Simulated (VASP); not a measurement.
# Y (Fm-3m) in VASP: a series of runs

Y is run at these levels: RPBE+D3(BJ), RPBE+D4, PBE; tasks: single point, relaxation of cell and atoms.

Everything below comes from runs of VASP 6.6.1. Logs are shortened: lines on timing, memory, paths and dates and some standing lists are left out, and cuts for length are marked.

## Step 1: The cell of the first run

The structure is cubic, space group Fm-3m (No. 225). Conventional cell: a = 4.441 Å, b = 4.441 Å, c = 4.441 Å, α = 90.00°, β = 90.00°, γ = 90.00°. Y (site symmetry m-3m) has 12 Y at 3.14 Å within 4.1 Å.

## Step 2: Single point, RPBE+D3(BJ)

Contents of INCAR:

```
PREC = Accurate
ENCUT = 520
EDIFF = 1E-7
ISMEAR = -1
SIGMA = 0.05
LREAL = False
LASPH = True
NELM = 100
ALGO = Normal
ISIF = 2
LWAVE = False
LCHARG = False
GGA = RP
IVDW = 12
NBANDS = 12
```

Contents of KPOINTS:

```
regular mesh
0
Gamma
  9 9 9
```

Contents of POSCAR:

```
Y
1.0
    0.0000000000      2.2202851771      2.2202851771
    2.2202851771      0.0000000000      2.2202851771
    2.2202851771      2.2202851771      0.0000000000
Y
1
Direct
    0.0000000000      0.0000000000      0.0000000000
```

Potentials or basis: VASP PAW PBE potentials, release 64 (Y_sv).

Started as:

```
cat potpaw_PBE.64/Y_sv/POTCAR > POTCAR
mpirun -np 1 vasp_std > vasp.out
```

OUTCAR:

```text
PREC = Accurate
   ENCUT = 520
   EDIFF = 1E-7
   ISMEAR = -1
   LREAL = False
   LASPH = True
   NELM = 100
   ISIF = 2
   GGA = RP
   IVDW = 12
 IVDW          = 12

 ion  position               nearest neighbor table
   1  0.000  0.000  0.000-

  LATTYP: Found a face centered cubic cell.
 ALAT       =     4.4405703542

  Lattice vectors:

 A1 = (   0.0000000000,   2.2202851771,   2.2202851771)
 A2 = (   2.2202851771,   0.0000000000,   2.2202851771)
 A3 = (   2.2202851771,   2.2202851771,   0.0000000000)

Analysis of symmetry for initial positions (statically):
=====================================================================
 Subroutine PRICEL returns:
 Original cell was already a primitive cell.

 Routine SETGRP: Setting up the symmetry group for a
 face centered cubic supercell.

 Subroutine GETGRP returns: Found 48 space group operations
 (whereof 48 operations were pure point group operations)
 out of a pool of 48 trial point group operations.

The static configuration has the point symmetry O_h .

Analysis of symmetry for dynamics (positions and initial velocities):
=====================================================================
 Subroutine PRICEL returns:
 Original cell was already a primitive cell.

 Routine SETGRP: Setting up the symmetry group for a
 face centered cubic supercell.

 Subroutine GETGRP returns: Found 48 space group operations
 (whereof 48 operations were pure point group operations)
 out of a pool of 48 trial point group operations.

The dynamic configuration has the point symmetry O_h .

 Subroutine INISYM returns: Found 48 space group operations
 (whereof 48 operations are pure point group operations),
 and found     1 'primitive' translations

----------------------------------------------------------------------------------------

                                     Primitive cell

  volume of cell :      21.8905

  direct lattice vectors                    reciprocal lattice vectors
     0.000000000  2.220285177  2.220285177    -0.225196297  0.225196297  0.225196297
     2.220285177  0.000000000  2.220285177     0.225196297 -0.225196297  0.225196297
     2.220285177  2.220285177  0.000000000     0.225196297  0.225196297 -0.225196297

  length of vectors
     3.139957410  3.139957410  3.139957410     0.390051428  0.390051428  0.390051428

  position of ions in fractional coordinates (direct lattice)
     0.000000000  0.000000000  0.000000000

  ion indices of the primitive-cell ions
   primitive index   ion index
                 1           1

----------------------------------------------------------------------------------------

 KPOINTS: regular mesh

Automatic generation of k-mesh.
 Grid dimensions read from file:
 generate k-points for:    9    9    9

 Generating k-lattice:

  Cartesian coordinates                     Fractional coordinates (reciprocal lattice)
    -0.025021811  0.025021811  0.025021811     0.111111111  0.000000000  0.000000000
     0.025021811 -0.025021811  0.025021811     0.000000000  0.111111111  0.000000000
     0.025021811  0.025021811 -0.025021811     0.000000000  0.000000000  0.111111111

  Length of vectors
     0.043339048  0.043339048  0.043339048

  Shift w.r.t. Gamma in fractional coordinates (k-lattice)
     0.000000000  0.000000000  0.000000000

 Subroutine IBZKPT returns following result:
 ===========================================

 Found     35 irreducible k-points:

 Following reciprocal coordinates:
            Coordinates               Weight
  0.000000  0.000000  0.000000      1.000000
  0.111111  0.000000  0.000000      8.000000
  0.222222  0.000000  0.000000      8.000000
  0.333333  0.000000  0.000000      8.000000
  0.444444  0.000000  0.000000      8.000000
  0.111111  0.111111  0.000000      6.000000
[... 16 lines left out ...]
 -0.333333  0.333333  0.000000     12.000000
  0.444444  0.444444  0.000000      6.000000
 [... further k-points ...]
   k-points           NKPTS =     35   k-points in BZ     NKDIM =     35   number of bands    NBANDS=     12
   number of dos      NEDOS =    301   number of ions     NIONS =      1
   total plane-waves  NPLWV =  13824
   dimension x,y,z NGX =    24 NGY =   24 NGZ =   24
   dimension x,y,z NGXF=    48 NGYF=   48 NGZF=   48
   ions per type =               1
   NGX,Y,Z   is equivalent  to a cutoff of  12.71, 12.71, 12.71 a.u.
   NGXF,Y,Z  is equivalent  to a cutoff of  25.41, 25.41, 25.41 a.u.
 SYSTEM =  unknown system
   PREC   = accura    normal or accurate (medium, high low for compatibility)
   ISTART =      0    job   : 0-new  1-cont  2-samecut
   ICHARG =      2    charge: 1-file 2-atom 10-const
   ISPIN  =      1    spin polarized calculation?
   LNONCOLLINEAR =      F non collinear calculations
   LSORBIT =      F    spin-orbit coupling
   LASPH  =      T    aspherical Exc in radial PAW
   ENCUT  =  520.0 eV  38.22 Ry    6.18 a.u.   5.84  5.84  5.84*2*pi/ulx,y,z
   NELM   =    100;   NELMIN=  2; NELMDL= -5     # of ELM steps
   EDIFF  = 0.1E-06   stopping-criterion for ELM
   LREAL  =      F    real-space projection
   EDIFFG = 0.1E-05   stopping-criterion for IOM
   NSW    =      0    number of steps for IOM
   IBRION =     -1    ionic relax: 0-MD 1-quasi-New 2-CG
   NFREE  =      0    steps in history (QN), initial steepest desc. (CG)
   ISIF   =      2    stress and relaxation
   ISYM   =      2    0-nonsym 1-usesym 2-fastsym
   POTIM  = 0.5000    time-step for ionic-motion
   TEBEG  =    0.0;   TEEND  =   0.0 temperature during run
   PSTRESS=    0.0 pullay stress
   NELECT =      11.0000    total number of electrons
   NUPDOWN=      -1.0000    fix difference up-down
   EMIN   =  10.00;   EMAX   =-10.00  energy-range for DOS
   EFERMI =   0.00;   METHOD = LEGACY
   ISMEAR =    -1;   SIGMA  =   0.05  broadening in eV -4-tet -1-fermi 0-gaus
   EFERMI_NEDOS =   21; number of points for ismear=-14 and -15
   IALGO  =     38    algorithm
   IMIX   =      4    mixing-type and parameters
     AMIX     =   0.40;   BMIX     =  1.00
     AMIX_MAG =   1.60;   BMIX_MAG =  1.00
  volume/ion in A,a.u.               =      21.89       147.72
  Fermi-wavevector in a.u.,A,eV,Ry     =   1.301528  2.459532 23.047944  1.693976
  Thomas-Fermi vector in A             =   2.432656
   LORBIT       =      0    0 simple, 1 ext, 2 COOP (PROOUT), +10 PAW based schemes
   GGA     = RP    functional components
   LHFCALC =     F    Hartree Fock is set to
   AEXX    =    0.0000 exact exchange contribution
   IVDW    =    12    specifies the selected vdW correction
   LEPSILON=     F    determine dielectric tensor
   LRPA    =     F    only Hartree local field effects (RPA)
 non-spin polarized calculation
  energy-cutoff  :      520.00
  volume of cell :       21.89
 maximum number of plane-waves:       609
   NGX = 11   NGY = 11   NGZ = 11

 number of electron      11.0000000 magnetization

 Free energy of the ion-electron system (eV)
  ---------------------------------------------------
  ext. energy  EPLUGINS =         0.00000000
  ---------------------------------------------------
  free energy    TOTEN  =        -5.23822057 eV

  energy without entropy =       -5.22757111  energy(sigma->0) =       -5.23289584

 E-fermi :   5.3981     XC(G=0): -11.0565

 val. band max:        5.3424536874   @ k =  -0.2222   0.3333   0.1111
 cond. band min:       5.4604968078   @ k =  -0.4444   0.2222   0.1111
 fundamental gap:      0.1180431204
 Fermi energy:         5.3980723558

 k-point     1 :       0.0000    0.0000    0.0000
  band No.  band energies     occupation
      1     -36.6647      2.00000
      2     -15.7365      2.00000
      3     -15.7365      2.00000
      4     -15.7365      2.00000
      5       0.3589      2.00000
      6       7.5207      0.00000
      7       7.5207      0.00000
      8       7.5207      0.00000
      9      10.7050      0.00000
     10      10.7050      0.00000
     11      15.4462      0.00000
     12      20.0947      0.00000

 k-point     2 :       0.1111    0.0000    0.0000
  band No.  band energies     occupation
      1     -36.6277      2.00000
      2     -15.9856      2.00000
      3     -15.7643      2.00000
      4     -15.7643      2.00000
      5       0.8434      2.00000
      6       7.0363      0.00000
      7       7.7292      0.00000
      8       7.7292      0.00000
      9      10.4282      0.00000
     10      10.4282      0.00000
     11      16.4701      0.00000
     12      18.7433      0.00000

 k-point     3 :       0.2222    0.0000    0.0000
  band No.  band energies     occupation
      1     -36.5326      2.00000
      2     -16.5778      2.00000
      3     -15.8335      2.00000
      4     -15.8335      2.00000
      5       1.9683      2.00000
      6       6.3623      0.00000
      7       7.9302      0.00000
      8       7.9302      0.00000
      9      10.3909      0.00000
     10      10.3909      0.00000
     11      16.4010      0.00000
     12      19.6483      0.00000
[... 286 lines left out ...]
 k-point    23 :      -0.3333    0.3333    0.0000
  band No.  band energies     occupation
      1     -36.2574      2.00000
      2     -17.0258      2.00000
      3     -16.9990      2.00000
      4     -16.1593      2.00000
      5       4.1551      2.00000
      6       5.2100      1.95453
      7       6.8638      0.00000
      8       9.5718      0.00000
      9      11.7815      0.00000
     10      13.9097      0.00000
     11      18.7778      0.00000
     12      19.2270      0.00000

 k-point    24 :       0.4444    0.4444    0.0000
  band No.  band energies     occupation
      1     -36.2453      2.00000
      2     -17.4399      2.00000
      3     -16.3705      2.00000
      4     -16.3705      2.00000
      5       2.5685      2.00000
      6       3.5967      2.00000
      7       9.7158      0.00000
      8      13.0279      0.00000
      9      13.1426      0.00000
     10      13.1426      0.00000
     11      17.1977      0.00000
     12      17.1977      0.00000

 [... further k-points ...]

------------------------ aborting loop because EDIFF is reached ----------------------------------------

 Edisp (eV)   -3.82937

 E8    (eV) :    -2.9020

  FORCE on cell =-STRESS in cart. coord.  units (eV):
  Direction    XX          YY          ZZ          XY          YZ          ZX
  --------------------------------------------------------------------------------------
  -------------------------------------------------------------------------------------
  Total      -0.04690    -0.04690    -0.04690     0.00000    -0.00000     0.00000
  in kB      -3.43297    -3.43297    -3.43297     0.00000    -0.00000     0.00000
  external pressure =       -3.43 kB  Pullay stress =        0.00 kB

 VOLUME and BASIS-vectors are now :
 -----------------------------------------------------------------------------
  energy-cutoff  :      520.00
  volume of cell :       21.89
      direct lattice vectors                 reciprocal lattice vectors
     0.000000000  2.220285177  2.220285177    -0.225196297  0.225196297  0.225196297
     2.220285177  0.000000000  2.220285177     0.225196297 -0.225196297  0.225196297
     2.220285177  2.220285177  0.000000000     0.225196297  0.225196297 -0.225196297

 POSITION                                       TOTAL-FORCE (eV/Angst)
 -----------------------------------------------------------------------------------
      0.00000      0.00000      0.00000         0.000000     -0.000000      0.000000
 -----------------------------------------------------------------------------------
    total drift:                                0.000000     -0.000000     -0.000000

  FREE ENERGIE OF THE ION-ELECTRON SYSTEM (eV)
  ---------------------------------------------------
  free  energy   TOTEN  =        -9.0675860129 eV

  energy  without entropy=       -9.0569365482  energy(sigma->0) =       -9.06226128
```

Run time: 6.3 s. Hardware: 1 thread of Intel Xeon 6975P-C (Granite Rapids), shared host; peak memory 0.16 GiB.

Results:

```
Free energy                : -9.0676 eV
Pressure                   : -0.3 GPa
Dispersion energy per atom : -3.829 eV
```

Levels at points of the mesh, in eV from the Fermi level:
| k point | band 3 | band 4 | band 5 | band 6 | band 7 | band 8 |
| --- | --- | --- | --- | --- | --- | --- |
| (0.00, 0.00, 0.00) | -21.13 | -21.13 | -5.04 | 2.12 | 2.12 | 2.12 |

Caveat: the PAW data sets were made with another functional, which shifts forces and pressure a little; pairwise dispersion overbinds metals, which lowers pressure and volume.

(Continued in part 2 of 3.)
